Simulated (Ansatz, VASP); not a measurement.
## Two plane-wave programs on ZnS

```
Zn S
1.0
     0.00000    2.45856    2.45856
     2.45856    0.00000    2.45856
     2.45856    2.45856    0.00000
Zn S
1 1
Direct
  0.00000 0.00000 0.00000
  0.25000 0.25000 0.25000
```

Change from the starting cell: volume scaled by 0.8, PAW files.

Alike in both runs: task single point; functional LDA; k mesh 12 × 12 × 12; occupations fermi-dirac, width 0.05 eV; no spin polarisation.

```csv
,VASP,Ansatz
version,VASP 6.6.1,Ansatz 0.2.0
potentials or method,"VASP PAW LDA potentials, release 64 (Zn, S)","PAW with Ansatz's default frozen-core files, scalar-relativistic"
plane-wave cutoff (eV),520,420
valence electrons in the cell,18,18
```

Ansatz gave:

* gap on the k mesh at the Fermi level (eV): 2.44
* pressure (GPa): 31.7

**Question.** What did VASP give for the same quantities?

**Answer.** gap on the k mesh at the Fermi level (eV): 2.45; pressure (GPa): 32.2.

LDA's correlation is that of Perdew and Zunger in VASP and of Perdew and Wang (1992) in Ansatz. Both programs put the cell under a high pressure, so it lies far from rest at this level.
